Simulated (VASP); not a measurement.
Set up this calculation in VASP 6.6.1, as the native input.

```
Task                   : single point
Functional             : LDA
Potentials or basis    : VASP PAW LDA potentials, release 64 (Cu)
Cutoff                 : 600 eV
k mesh                 : 10 × 10 × 10
Occupations            : fermi-dirac, width 0.1 eV
Spin                   : no spin polarisation
Dipole correction      : no
Further INCAR settings : ALGO = Normal; EDIFF = 1e-06; NBANDS = 12
```

The structure of Cu lies in POSCAR:

```
Cu
1.0
    0.0000000000      1.7593367487      1.7593367487
    1.7593367487      0.0000000000      1.7593367487
    1.7593367487      1.7593367487      0.0000000000
Cu
1
Direct
    0.0000000000      0.0000000000      0.0000000000
```

These files were run (other wordings do the same):

INCAR

```
ALGO = Normal ; EDIFF = 1E-6
ENCUT = 600 ; GGA_COMPAT = F
ISIF = 2 ; ISMEAR = -1
LASPH = T ; LCHARG = F
LREAL = F ; LWAVE = F
NBANDS = 12 ; NELM = 120
PREC = Accurate ; SIGMA = 0.1
```

KPOINTS

```
k-points
0
Gamma
  10 10 10
```

Potentials or basis: VASP PAW LDA potentials, release 64 (Cu).

Command:

```bash
$ cat potpaw_LDA.64/Cu/POTCAR > POTCAR
$ mpirun -np 1 vasp_std > vasp.out
```

It gave:

```json
{
 "Pressure": "0.9 GPa",
 "Band gap on the k mesh": "zero (an odd number of electrons rules out a gap without spin polarisation)"
}
```

Wall time 4.9 s on 1 thread of AMD EPYC 7R13 Processor (Zen 3), on a shared host, peak memory 0.09 GiB.
